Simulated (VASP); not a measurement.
# SiC (Moissanite 6H) (P6_3mc) in VASP: settings compared

Aim: see how the results for SiC (Moissanite 6H) move with the level of theory and the settings. Levels: LDA, RPBE+D3(BJ), PBE exchange alone. Tasks: single point.

Everything below comes from runs of VASP 6.6.1. Logs are shortened: lines on timing, memory, paths and dates and some standing lists are left out, and cuts for length are marked.

## Step 1: The cell of the first run

The structure is hexagonal, space group P6_3mc (No. 186). Conventional cell: a = 3.095 Å, b = 3.095 Å, c = 15.170 Å, α = 90.00°, β = 90.00°, γ = 120.00°. Si (site symmetry 3m) has 4 C at 1.90 Å within 2.5 Å. Within 2.5 Å of Si (site symmetry 3m) lie 4 C at 1.90 Å. Within 2.5 Å of Si (site symmetry 3m) lie 4 C at 1.90 Å. C (site symmetry 3m) has 4 Si at 1.90 Å within 2.5 Å. Within 2.5 Å of C (site symmetry 3m) lie 4 Si at 1.90 Å. Within 2.5 Å of C (site symmetry 3m) lie 4 Si at 1.90 Å.

## Step 2: Single point, LDA

Contents of INCAR:

```
PREC = Accurate ; ENCUT = 520
EDIFF = 1E-6 ; ISMEAR = -1
SIGMA = 0.05 ; LREAL = False
LASPH = True ; NELM = 80
ALGO = Normal ; ISIF = 2
LWAVE = False ; LCHARG = False
NBANDS = 36
```

Contents of KPOINTS:

```
Automatic mesh
0
Gamma
  10 10 2
```

Contents of POSCAR:

```
SiC
1.0
    3.0950000000      0.0000000000      0.0000000000
   -1.5475000000      2.6803486247      0.0000000000
    0.0000000000      0.0000000000     15.1700000000
Si C
6 6
Direct
    0.6666666667      0.3333333333      0.4583000000
    0.3333333333      0.6666666667      0.9583000000
    0.6666666667      0.3333333333      0.7917000000
    0.3333333333      0.6666666667      0.2917000000
    0.0000000000      0.0000000000      0.6250000000
    0.0000000000      0.0000000000      0.1250000000
    0.6666666667      0.3333333333      0.3333000000
    0.3333333333      0.6666666667      0.8333000000
    0.6666666667      0.3333333333      0.6667000000
    0.3333333333      0.6666666667      0.1667000000
    0.0000000000      0.0000000000      0.5000000000
    0.0000000000      0.0000000000      0.0000000000
```

Potentials or basis: VASP PAW LDA potentials, release 64 (Si, C).

Launch:

```
cat potpaw_LDA.64/Si/POTCAR potpaw_LDA.64/C/POTCAR > POTCAR
mpirun -np 1 vasp_std > vasp.out
```

OUTCAR:

```text
PREC = Accurate
   ENCUT = 520
   EDIFF = 1E-6
   ISMEAR = -1
   LREAL = False
   LASPH = True
   NELM = 80
   ISIF = 2

 ion  position               nearest neighbor table
   1  0.667  0.333  0.458-  11 1.90  11 1.90  11 1.90   7 1.90   4 3.10   4 3.10   4 3.10   5 3.10
                             5 3.10   5 3.10
   2  0.333  0.667  0.958-  12 1.90  12 1.90  12 1.90   8 1.90   3 3.10   3 3.10   3 3.10   6 3.10
                             6 3.10   6 3.10
   3  0.667  0.333  0.792-   8 1.90   8 1.90   8 1.90   9 1.90   2 3.10   2 3.10   2 3.10   5 3.10
                             5 3.10   5 3.10
   4  0.333  0.667  0.292-   7 1.90   7 1.90   7 1.90  10 1.90   1 3.10   1 3.10   1 3.10   6 3.10
                             6 3.10   6 3.10
   5  0.000  0.000  0.625-   9 1.90   9 1.90   9 1.90  11 1.90   3 3.10   1 3.10   3 3.10   1 3.10
                             1 3.10   3 3.10
   6  0.000  0.000  0.125-  10 1.90  10 1.90  10 1.90  12 1.90   4 3.10   2 3.10   2 3.10   4 3.10
                             4 3.10   2 3.10
   7  0.667  0.333  0.333-   4 1.90   4 1.90   4 1.90   1 1.90
   8  0.333  0.667  0.833-   3 1.90   3 1.90   3 1.90   2 1.90
   9  0.667  0.333  0.667-   5 1.90   5 1.90   5 1.90   3 1.90
  10  0.333  0.667  0.167-   6 1.90   6 1.90   6 1.90   4 1.90
  11  0.000  0.000  0.500-   1 1.90   1 1.90   1 1.90   5 1.90
  12  0.000  0.000  0.000-   2 1.90   2 1.90   2 1.90   6 1.90

  LATTYP: Found a hexagonal cell.
 ALAT       =     3.0950000000
 C/A-ratio  =     4.9014539580

  Lattice vectors:

 A1 = (   3.0950000000,   0.0000000000,   0.0000000000)
 A2 = (  -1.5475000000,   2.6803486247,   0.0000000000)
 A3 = (   0.0000000000,   0.0000000000,  15.1700000000)

Analysis of symmetry for initial positions (statically):
=====================================================================
 Subroutine PRICEL returns:
 Original cell was already a primitive cell.

 Routine SETGRP: Setting up the symmetry group for a
 hexagonal supercell.

 Subroutine GETGRP returns: Found 12 space group operations
 (whereof  6 operations were pure point group operations)
 out of a pool of 24 trial point group operations.

The static configuration has the point symmetry C_3v.
 The point group associated with its full space group is C_6v.

Analysis of symmetry for dynamics (positions and initial velocities):
=====================================================================
 Subroutine PRICEL returns:
 Original cell was already a primitive cell.

 Routine SETGRP: Setting up the symmetry group for a
 hexagonal supercell.

 Subroutine GETGRP returns: Found 12 space group operations
 (whereof  6 operations were pure point group operations)
 out of a pool of 24 trial point group operations.

The dynamic configuration has the point symmetry C_3v.
 The point group associated with its full space group is C_6v.

 Subroutine INISYM returns: Found 12 space group operations
 (whereof  6 operations are pure point group operations),
 and found     1 'primitive' translations

----------------------------------------------------------------------------------------

                                     Primitive cell

  volume of cell :     125.8455

  direct lattice vectors                    reciprocal lattice vectors
     3.095000000  0.000000000  0.000000000     0.323101777  0.186542898  0.000000000
    -1.547500000  2.680348625  0.000000000     0.000000000  0.373085796  0.000000000
     0.000000000  0.000000000 15.170000000     0.000000000  0.000000000  0.065919578

  length of vectors
     3.095000000  3.095000000 15.170000000     0.373085796  0.373085796  0.065919578

  position of ions in fractional coordinates (direct lattice)
     0.666666667  0.333333333  0.458300000
     0.333333333  0.666666667  0.958300000
     0.666666667  0.333333333  0.791700000
     0.333333333  0.666666667  0.291700000
     0.000000000  0.000000000  0.625000000
     0.000000000  0.000000000  0.125000000
     0.666666667  0.333333333  0.333300000
     0.333333333  0.666666667  0.833300000
     0.666666667  0.333333333  0.666700000
     0.333333333  0.666666667  0.166700000
     0.000000000  0.000000000  0.500000000
     0.000000000  0.000000000  0.000000000

  ion indices of the primitive-cell ions
   primitive index   ion index
                 1           1
                 2           2
                 3           3
                 4           4
                 5           5
                 6           6
                 7           7
                 8           8
                 9           9
                10          10
                11          11
                12          12

----------------------------------------------------------------------------------------

 KPOINTS: Automatic mesh

Automatic generation of k-mesh.
 Grid dimensions read from file:
 generate k-points for:   10   10    2

 Generating k-lattice:

  Cartesian coordinates                     Fractional coordinates (reciprocal lattice)
     0.032310178  0.018654290  0.000000000     0.100000000  0.000000000  0.000000000
     0.000000000  0.037308580  0.000000000     0.000000000  0.100000000  0.000000000
     0.000000000  0.000000000  0.032959789     0.000000000  0.000000000  0.500000000

  Length of vectors
     0.037308580  0.037308580  0.032959789

  Shift w.r.t. Gamma in fractional coordinates (k-lattice)
     0.000000000  0.000000000  0.000000000

 Subroutine IBZKPT returns following result:
 ===========================================

 Found     28 irreducible k-points:

 Following reciprocal coordinates:
            Coordinates               Weight
  0.000000  0.000000  0.000000      1.000000
  0.100000 -0.000000  0.000000      6.000000
  0.200000 -0.000000  0.000000      6.000000
  0.300000 -0.000000  0.000000      6.000000
  0.400000 -0.000000  0.000000      6.000000
  0.500000 -0.000000  0.000000      3.000000
[... 16 lines left out ...]
  0.300000  0.100000  0.500000     12.000000
  0.400000  0.100000  0.500000     12.000000
 [... further k-points ...]
   k-points           NKPTS =     28   k-points in BZ     NKDIM =     28   number of bands    NBANDS=     36
   number of dos      NEDOS =    301   number of ions     NIONS =     12
   total plane-waves  NPLWV =  69120
   dimension x,y,z NGX =    24 NGY =   24 NGZ =  120
   dimension x,y,z NGXF=    48 NGYF=   48 NGZF=  240
   ions per type =               6   6
   NGX,Y,Z   is equivalent  to a cutoff of  12.89, 12.89, 13.15 a.u.
   NGXF,Y,Z  is equivalent  to a cutoff of  25.78, 25.78, 26.30 a.u.
 SYSTEM =  unknown system
   PREC   = accura    normal or accurate (medium, high low for compatibility)
   ISTART =      0    job   : 0-new  1-cont  2-samecut
   ICHARG =      2    charge: 1-file 2-atom 10-const
   ISPIN  =      1    spin polarized calculation?
   LNONCOLLINEAR =      F non collinear calculations
   LSORBIT =      F    spin-orbit coupling
   LASPH  =      T    aspherical Exc in radial PAW
   ENCUT  =  520.0 eV  38.22 Ry    6.18 a.u.   5.75  5.75 28.21*2*pi/ulx,y,z
   NELM   =     80;   NELMIN=  2; NELMDL= -5     # of ELM steps
   EDIFF  = 0.1E-05   stopping-criterion for ELM
   LREAL  =      F    real-space projection
   EDIFFG = 0.1E-04   stopping-criterion for IOM
   NSW    =      0    number of steps for IOM
   IBRION =     -1    ionic relax: 0-MD 1-quasi-New 2-CG
   NFREE  =      0    steps in history (QN), initial steepest desc. (CG)
   ISIF   =      2    stress and relaxation
   ISYM   =      2    0-nonsym 1-usesym 2-fastsym
   POTIM  = 0.5000    time-step for ionic-motion
   TEBEG  =    0.0;   TEEND  =   0.0 temperature during run
   PSTRESS=    0.0 pullay stress
   NELECT =      48.0000    total number of electrons
   NUPDOWN=      -1.0000    fix difference up-down
   EMIN   =  10.00;   EMAX   =-10.00  energy-range for DOS
   EFERMI =   0.00;   METHOD = LEGACY
   ISMEAR =    -1;   SIGMA  =   0.05  broadening in eV -4-tet -1-fermi 0-gaus
   EFERMI_NEDOS =   21; number of points for ismear=-14 and -15
   IALGO  =     38    algorithm
   IMIX   =      4    mixing-type and parameters
     AMIX     =   0.40;   BMIX     =  1.00
     AMIX_MAG =   1.60;   BMIX_MAG =  1.00
  volume/ion in A,a.u.               =      10.49        70.77
  Fermi-wavevector in a.u.,A,eV,Ry     =   1.187252  2.243580 19.178312  1.409566
  Thomas-Fermi vector in A             =   2.323407
   LORBIT       =      0    0 simple, 1 ext, 2 COOP (PROOUT), +10 PAW based schemes
   GGA     = CA    functional components
   LHFCALC =     F    Hartree Fock is set to
   AEXX    =    0.0000 exact exchange contribution
   IVDW    =     0    specifies the selected vdW correction
   LEPSILON=     F    determine dielectric tensor
   LRPA    =     F    only Hartree local field effects (RPA)
 non-spin polarized calculation
  energy-cutoff  :      520.00
  volume of cell :      125.85
 maximum number of plane-waves:      3436
 NGX is ok and might be reduce to    24
   NGX = 11   NGY = 11   NGZ = 57

 number of electron      48.0000002 magnetization

 Free energy of the ion-electron system (eV)
  ---------------------------------------------------
  ext. energy  EPLUGINS =         0.00000000
  ---------------------------------------------------
  free energy    TOTEN  =       -99.78213658 eV

  energy without entropy =      -99.78213658  energy(sigma->0) =      -99.78213658

 E-fermi :   8.9307     XC(G=0): -11.4970

 val. band max:        7.9566018726   @ k =   0.0000   0.0000   0.0000
 cond. band min:       9.9233894475   @ k =   0.5000  -0.0000   0.0000
 fundamental gap:      1.9667875749
 Fermi energy:         8.9306730477

 k-point     1 :       0.0000    0.0000    0.0000
  band No.  band energies     occupation
      1      -7.3089      2.00000
      2      -6.7938      2.00000
      3      -6.7510      2.00000
      4      -5.2645      2.00000
      5      -5.2341      2.00000
      6      -3.7295      2.00000
[... 28 lines left out ...]
     35      15.1261      0.00000
     36      15.2426      0.00000

 k-point     2 :       0.1000   -0.0000    0.0000
  band No.  band energies     occupation
      1      -7.1368      2.00000
      2      -6.6241      2.00000
      3      -6.5807      2.00000
      4      -5.1030      2.00000
      5      -5.0721      2.00000
      6      -3.5840      2.00000
[... 28 lines left out ...]
     35      15.1665      0.00000
     36      15.2453      0.00000

 k-point     3 :       0.2000   -0.0000    0.0000
  band No.  band energies     occupation
      1      -6.6263      2.00000
      2      -6.1221      2.00000
      3      -6.0767      2.00000
      4      -4.6296      2.00000
      5      -4.5971      2.00000
      6      -3.1670      2.00000
[... 28 lines left out ...]
     35      15.6334      0.00000
     36      15.9747      0.00000
[... 742 lines left out ...]
 k-point    23 :       0.3000    0.1000    0.5000
  band No.  band energies     occupation
      1      -5.0456      2.00000
      2      -5.0456      2.00000
      3      -4.0971      2.00000
      4      -4.0971      2.00000
      5      -2.6100      2.00000
      6      -2.6100      2.00000
[... 28 lines left out ...]
     35      15.4609      0.00000
     36      15.4609      0.00000

 k-point    24 :       0.4000    0.1000    0.5000
  band No.  band energies     occupation
      1      -3.9734      2.00000
      2      -3.9734      2.00000
      3      -3.2709      2.00000
      4      -3.2709      2.00000
      5      -2.4090      2.00000
      6      -2.4090      2.00000
[... 28 lines left out ...]
     35      15.3140      0.00000
     36      15.3140      0.00000

 [... further k-points ...]

------------------------ aborting loop because EDIFF is reached ----------------------------------------

  FORCE on cell =-STRESS in cart. coord.  units (eV):
  Direction    XX          YY          ZZ          XY          YZ          ZX
  --------------------------------------------------------------------------------------
  -------------------------------------------------------------------------------------
  Total       -5.6253593     -5.6253593     -4.9974410      0.0000000      0.0000000      0.0000000
  in kB      -71.6181888    -71.6181888    -63.6239665      0.0000000      0.0000000      0.0000000
  external PRESSURE =     -68.9534480 kB  Pullay stress =       0.0000000 kB

 VOLUME and BASIS-vectors are now :
 -----------------------------------------------------------------------------
  energy-cutoff  :      520.00
  volume of cell :      125.85
      direct lattice vectors                 reciprocal lattice vectors
     3.095000000  0.000000000  0.000000000     0.323101777  0.186542898  0.000000000
    -1.547500000  2.680348625  0.000000000     0.000000000  0.373085796  0.000000000
     0.000000000  0.000000000 15.170000000     0.000000000  0.000000000  0.065919578

 POSITION                                       TOTAL-FORCE (eV/Angst)
 -----------------------------------------------------------------------------------
      1.54750      0.89345      6.95241         0.000000      0.000000      0.049823
     -0.00000      1.78690     14.53741        -0.000000     -0.000000      0.049823
      1.54750      0.89345     12.01009        -0.000000      0.000000      0.022402
     -0.00000      1.78690      4.42509         0.000000     -0.000000      0.022402
      0.00000      0.00000      9.48125        -0.000000     -0.000000      0.049933
      0.00000      0.00000      1.89625         0.000000     -0.000000      0.049933
      1.54750      0.89345      5.05616         0.000000      0.000000     -0.011672
     -0.00000      1.78690     12.64116        -0.000000     -0.000000     -0.011672
      1.54750      0.89345     10.11384         0.000000     -0.000000      0.033345
     -0.00000      1.78690      2.52884        -0.000000      0.000000      0.033345
      0.00000      0.00000      7.58500        -0.000000     -0.000000     -0.143832
      0.00000      0.00000      0.00000         0.000000      0.000000     -0.143832
 -----------------------------------------------------------------------------------
    total drift:                                0.000000      0.000000     -0.000531

  FREE ENERGIE OF THE ION-ELECTRON SYSTEM (eV)
  ---------------------------------------------------
  free  energy   TOTEN  =       -99.7821365811 eV

  energy  without entropy=      -99.7821365808  energy(sigma->0) =      -99.78213658
```

Wall time 70 s (1 thread of AMD EPYC 9R45 (Zen 5), shared host); peak memory 0.21 GiB.

What came out:

- Free energy: -99.7821 eV
- Pressure: -6.9 GPa
- Largest force: 0.144 eV/Å
- Band gap on the k mesh: 1.97 eV, indirect (least direct gap 3.06 eV)

Forces on the atoms (eV/Å):
```
Si   0.000  0.000  0.050
Si   0.000  0.000  0.050
Si   0.000  0.000  0.022
Si   0.000  0.000  0.022
Si   0.000  0.000  0.050
Si   0.000  0.000  0.050
C    0.000  0.000 -0.012
C    0.000  0.000 -0.012
C    0.000  0.000  0.033
C    0.000  0.000  0.033
C    0.000  0.000 -0.144
C    0.000  0.000 -0.144
```

A k mesh can miss the band edges. As with any semilocal functional, this LDA gap is likely too small.

[end of part 1 of 3]
